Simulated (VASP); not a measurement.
Wanted: the native input for a VASP 6.6.1 run.

* Task: relaxation of cell and atoms
* Functional: PBE
* Potentials or basis: VASP PAW PBE potentials, release 64 (Ta_pv, N)
* Cutoff: 600 eV
* k mesh: 11 × 11 × 6
* Occupations: fermi-dirac, width 0.08 eV
* Spin: no spin polarisation
* Dipole correction: no
* Further INCAR settings: ALGO = Normal; EDIFF = 1e-06; IBRION = 2; EDIFFG = -0.005; NSW = 60; ISIF = 3

The structure of TaN (NiAs type) lies in POSCAR:

```
TaN
1.0
    3.5122882138      0.0000000000      0.0000000000
   -1.7561441069      3.0417308186      0.0000000000
    0.0000000000      0.0000000000      5.4440467314
Ta N
2 2
Direct
    0.0000000000      0.0000000000      0.0000000000
    0.0000000000      0.0000000000      0.5000000000
    0.3333333333      0.6666666667      0.2500000000
    0.6666666667      0.3333333333      0.7500000000
```

One way to write it, as run:

INCAR

```
SYSTEM = TaN
PREC = Accurate ; ENCUT = 600
EDIFF = 1E-6 ; ISMEAR = -1
SIGMA = 0.08 ; LREAL = .FALSE.
LASPH = .TRUE. ; NELM = 60
ALGO = Normal ; ISIF = 3
LWAVE = .FALSE. ; LCHARG = .FALSE.
GGA = PE ; IBRION = 2
NSW = 60 ; EDIFFG = -0.005
```

KPOINTS

```
Automatic mesh
0
G
  11 11 6
  0 0 0
```

Potentials or basis: VASP PAW PBE potentials, release 64 (Ta_pv, N).

Command:

```sh
$ cat potpaw_PBE.64/Ta_pv/POTCAR potpaw_PBE.64/N/POTCAR > POTCAR
$ mpirun -np 1 vasp_std > vasp.out
```

Results of the run:

```
Relaxed volume                        : 10.92 Å³/atom
Relaxed cell                          : a = 2.920 Å, b = 2.920 Å, c = 5.919 Å, α = 90.00°, β = 90.00°, γ = 120.00°
Space group after relaxing (to 0.1 Å) : P6_3/mmc (No. 194)
Pressure after relaxing               : 0.0 GPa
Band gap on the k mesh                : zero (bands 16 and 17 overlap by 1.11 eV)
```

Caveat: the volume moved by over 15 % at a fixed basis, so the end points are rough; spin-orbit coupling is left out, which moves the levels of the heavy elements.

Run time: 14 min on 1 thread of Intel Xeon 8259CL, on a shared host, peak memory 0.26 GiB.
